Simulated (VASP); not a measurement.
Input of a VASP 6.6.1 run:

The input INCAR:

```
SYSTEM = In2O
PREC     = Accurate       ! precision mode
ENCUT    = 520            ! plane-wave cutoff, eV
EDIFF    = 1E-6           ! SCF threshold, eV
ISMEAR   = 0              ! smearing method
SIGMA    = 0.1            ! smearing width, eV
LREAL    = .False.        ! projectors in reciprocal space
LASPH    = .True.         ! aspherical terms in the spheres
NELM     = 100            ! most SCF steps
ALGO     = Normal         ! electronic algorithm
ISIF     = 2              ! what is computed and relaxed
LWAVE    = .False.        ! write WAVECAR
LCHARG   = .False.        ! write CHGCAR
GGA      = PE             ! functional
NBANDS   = 41             ! bands
```

File KPOINTS:

```
Automatic mesh
0
Gamma
  6 6 2
  0 0 0
```

File POSCAR:

```
In2O
1.0
    3.2552322891      0.0000000000      0.0000000000
   -1.6276161445      2.8191138576      0.0000000000
    0.0000000000      0.0000000000     14.2233039498
In O
4 2
Direct
    0.3333333333      0.6666666667      0.6372955508
    0.6666666667      0.3333333333      0.1372955508
    0.6666666667      0.3333333333      0.3627044492
    0.3333333333      0.6666666667      0.8627044492
    0.3333333333      0.6666666667      0.2500000000
    0.6666666667      0.3333333333      0.7500000000
```

Potentials or basis: VASP PAW PBE potentials, release 64 (In_d, O).

Command:

```sh
$ cat potpaw_PBE.64/In_d/POTCAR potpaw_PBE.64/O/POTCAR > POTCAR
$ mpirun -np 1 vasp_std > vasp.out
```

(1) Predict the pressure.

(2) Predict the band gap on the k mesh.

(3) Estimate the largest force.

Answers

(1) 0.0 GPa.

(2) zero (band 32 reaches 6.22 eV, above the bottom of band 33 at 5.56 eV).

(3) 0.031 eV/Å.

Caveat: the k points lie up to 0.37 Å⁻¹ apart; spin-orbit coupling is left out, which moves the levels of the heavy elements.
